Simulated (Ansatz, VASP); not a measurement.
## Two plane-wave programs on C

```
C
1.0
     2.37600    0.00000    0.00000
    -1.18800    2.05768    0.00000
     0.00000    0.00000   26.00242
C
2
Direct
  0.66667 0.33333 0.50825
  0.33333 0.66667 0.49175
```

Alike in both runs: task single point; functional PBE; dispersion D3(BJ); k mesh 21 × 21 × 1; occupations gaussian, width 0.1 eV; no spin polarisation.

|  | VASP | Ansatz |
| --- | --- | --- |
| version | VASP 6.6.1 | Ansatz 0.2.0 |
| potentials or method | VASP PAW PBE potentials, release 64 (C), cutoff 520 eV | scalar-relativistic, plane waves, PAW |
| valence electrons in the cell | 8 | 8 |

```csv
,VASP,Ansatz,Ansatz less VASP
gap on the k mesh at the Fermi level (eV),none,none,-
rms of the force components (eV/Å),4.268,4.290,+0.0223
```

Atom by atom the forces differ by 0.022 eV/Å (rms over components). A gap of «none» marks a metal or a gap that the smearing closes.
